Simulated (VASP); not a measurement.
Runs of VASP 6.6.1 on BaLiF3. The structure is that of space group Pm-3m (No. 221), or close to it. The cells are those of the table. 

```tsv
cell	gap on the mesh (eV)
a = 3.989, b = 3.989, c = 4.108 Å, 5 atoms	(b)
a = 4.108, b = 4.108, c = 3.929 Å, 5 atoms	6.16
a = 4.048, b = 4.048, c = 3.989 Å, 5 atoms	(a)
a = 3.989, b = 3.989, c = 4.048 Å, 5 atoms	6.38
a = 3.929, b = 3.929, c = 4.108 Å, 5 atoms	6.19
```

Alike in all rows: task single point; level LDA; potentials or basis VASP PAW LDA potentials, release 64 (Ba_sv, Li_sv, F); no spin polarisation; k mesh 6 × 6 × 6; cutoff (eV) 520; smearing gaussian 0.05 eV.

**Question.** Estimate the missing entries.

**Answer.** (a) 6.35; (b) 6.27.

Caveats: spin-orbit coupling is left out, which moves the levels of the heavy elements.

A k mesh can miss the band edges, and the runs leave out spin-orbit coupling on Ba.
